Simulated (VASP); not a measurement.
Write the native input for VASP 6.6.1 that does the following.

```
Task                   : single point
Functional             : LDA
Potentials or basis    : VASP PAW LDA potentials, release 64 (S, Be)
Cutoff                 : 600 eV
k mesh                 : 9 × 9 × 9
Occupations            : methfessel-paxton, width 0.005 eV
Spin                   : no spin polarisation
Dipole correction      : no
Further INCAR settings : ALGO = Normal; EDIFF = 1e-06; NBANDS = 11
```

The structure of BeS lies in POSCAR:

```
BeS
1.0
    0.0000000000      2.6122520600      2.6122520600
    2.6122520600      0.0000000000      2.6122520600
    2.6122520600      2.6122520600      0.0000000000
S Be
1 1
Direct
    0.2500000000      0.2500000000      0.2500000000
    0.0000000000      0.0000000000      0.0000000000
```

One way to write it, as run:

INCAR

```
SYSTEM = BeS
PREC = Accurate
ENCUT = 600
EDIFF = 1E-6
ISMEAR = 1
SIGMA = 0.005
LREAL = .FALSE.
LASPH = .TRUE.
NELM = 120
ALGO = Normal
ISIF = 2
LWAVE = .FALSE.
LCHARG = .FALSE.
NBANDS = 11
GGA_COMPAT = .FALSE.
```

KPOINTS

```
regular mesh
0
G
  9 9 9
  0 0 0
```

Potentials or basis: VASP PAW LDA potentials, release 64 (S, Be).

The run is started by

```console
$ cat potpaw_LDA.64/S/POTCAR potpaw_LDA.64/Be/POTCAR > POTCAR
$ mpirun -np 1 vasp_std > vasp.out
```

It gave:

- Pressure: -16.0 GPa
- Band gap on the k mesh: 3.34 eV (least direct gap 3.97 eV)

Caveat: the cell stands under tension; an odd mesh through Γ misses points on the zone boundary, where band edges can lie.

Wall time 18 s on 1 thread of AMD EPYC 7R43 64-Core Processor (Zen 3), on a shared host, peak memory 0.11 GiB.
